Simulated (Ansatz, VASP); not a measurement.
Two plane-wave programs on Si3Se2

INCAR

```
SYSTEM = Si3Se2
PREC = Accurate
ENCUT = 600
EDIFF = 1E-7
ISMEAR = 0
SIGMA = 0.1
LREAL = .FALSE.
LASPH = .TRUE.
NELM = 80
ALGO = Normal
ISIF = 3
LWAVE = .FALSE.
LCHARG = .FALSE.
GGA = PE
IBRION = 2
NSW = 90
EDIFFG = -0.04
```

File KPOINTS:

```
regular mesh
0
G
  3 3 3
  0 0 0
```

The input POSCAR:

```
Si3Se2
1.0
    3.1514466324      1.8194885615      5.7361061256
   -3.1514466324      1.8194885615      5.7361061256
    0.0000000000     -3.6389771232      5.7361061256
Si Se
6 4
Direct
    0.0562500000      0.4437500000      0.7500000000
    0.7500000000      0.0562500000      0.4437500000
    0.4437500000      0.7500000000      0.0562500000
    0.9437500000      0.5562500000      0.2500000000
    0.2500000000      0.9437500000      0.5562500000
    0.5562500000      0.2500000000      0.9437500000
    0.8521800000      0.8521800000      0.8521800000
    0.6478200000      0.6478200000      0.6478200000
    0.1478200000      0.1478200000      0.1478200000
    0.3521800000      0.3521800000      0.3521800000
```

Input for Ansatz:

```yaml
crystal:
  lattice:
    - [3.1514466324, 1.8194885615, 5.7361061256]
    - [-3.1514466324, 1.8194885615, 5.7361061256]
    - [0.0, -3.6389771232, 5.7361061256]
  atoms:
    - { symbol: Si, position: [0.05625, 0.44375, 0.75] }
    - { symbol: Si, position: [0.75, 0.05625, 0.44375] }
    - { symbol: Si, position: [0.44375, 0.75, 0.05625] }
    - { symbol: Si, position: [0.94375, 0.55625, 0.25] }
    - { symbol: Si, position: [0.25, 0.94375, 0.55625] }
    - { symbol: Si, position: [0.55625, 0.25, 0.94375] }
    - { symbol: Se, position: [0.85218, 0.85218, 0.85218] }
    - { symbol: Se, position: [0.64782, 0.64782, 0.64782] }
    - { symbol: Se, position: [0.14782, 0.14782, 0.14782] }
    - { symbol: Se, position: [0.35218, 0.35218, 0.35218] }
basis:
  ecutwfc: 420
kpoints:
  mp_grid: { grid: [3, 3, 3] }
hamiltonian:
  xc: pbe
scf:
  occupations: { method: gaussian, width: 0.1 }
  lower_state_search: "off"
output:
  forces: true
  stress: true
  eigenvalues: true
relax:
  adjacent_minimum: "off"
  f_tol: 0.04
  max_steps: 70
  cell: { stress_tol: 0.4 }
```

Alike in both runs: task relaxation of cell and atoms; functional PBE; k mesh 3 × 3 × 3; occupations gaussian, width 0.1 eV; no spin polarisation.

|  | VASP | Ansatz |
| --- | --- | --- |
| version | VASP 6.6.1 | Ansatz 0.2.0 |
| potentials or method | VASP PAW PBE potentials, release 64 (Si, Se), cutoff 600 eV | scalar-relativistic, plane waves, PAW |
| valence electrons in the cell | 48 | 88 |

Ansatz gave:

| Quantity | Value |
| --- | --- |
| gap on the k mesh at the Fermi level, each at its own relaxed structure (eV) | 0.20 |
| relaxed volume (Å³/atom) | 27.93 |
| relaxed cell length with the largest relative difference (Å) | 7.438 |

What did VASP give for the same quantities?

gap on the k mesh at the Fermi level, each at its own relaxed structure (eV): 0.17; relaxed volume (Å³/atom): 28.25; relaxed cell length with the largest relative difference (Å): 7.549.

VASP's potentials hold 48 valence electrons a cell and Ansatz's 88, so a difference there can come from the potentials and not from the codes.

Noted on VASP's run: the volume moved by over 15 % at a fixed basis, so the end points are rough.
